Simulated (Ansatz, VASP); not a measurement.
CoSi in VASP and in Ansatz

INCAR

```
ALGO = Normal
EDIFF = 1E-6
ENCUT = 600
GGA = PE
GGA_COMPAT = F
ISIF = 2
ISMEAR = -1
LASPH = T
LCHARG = F
LREAL = F
LWAVE = F
NBANDS = 14
NELM = 120
PREC = Accurate
SIGMA = 0.1
```

KPOINTS

```
k-points
0
Gamma
  14 14 14
```

Contents of POSCAR:

```
CoSi
1.0
    2.7236198268      0.0000000000      0.0000000000
    0.0000000000      2.7236198268      0.0000000000
    0.0000000000      0.0000000000      2.7236198268
Co Si
1 1
Direct
    0.0000000000      0.0000000000      0.0000000000
    0.5000000000      0.5000000000      0.5000000000
```

Input for Ansatz:

```yaml
crystal:
  lattice:
    - [2.7236198268, 0.0, 0.0]
    - [0.0, 2.7236198268, 0.0]
    - [0.0, 0.0, 2.7236198268]
  atoms:
    - { symbol: Co, position: [0.0, 0.0, 0.0] }
    - { symbol: Si, position: [0.5, 0.5, 0.5] }
kpoints:
  mp_grid: { grid: [14, 14, 14] }
scf:
  occupations: { method: fermi_dirac, width: 0.1 }
hamiltonian:
  xc: pbe
  pseudopotentials: { kind: all_electron, lapw: { basis_error: 0.001 } }
output:
  forces: true
  stress: true
  eigenvalues: true
  populations: true
```

Change from the starting cell: volume scaled by 0.94, LAPW.

Alike in both runs: task single point; functional PBE; k mesh 14 × 14 × 14; occupations fermi-dirac, width 0.1 eV; no spin polarisation.

```csv
,VASP,Ansatz
version,VASP 6.6.1,Ansatz 0.2.0
potentials or method,"VASP PAW PBE potentials, release 64 (Co, Si), cutoff 600 eV","all-electron LAPW, scalar-relativistic"
```

Ansatz gave:

- pressure (GPa): 15.1

Task: Which values does VASP return?

Result: Pressure (GPa): 14.9.

Ansatz ran all-electron here, and VASP with PAW potentials.
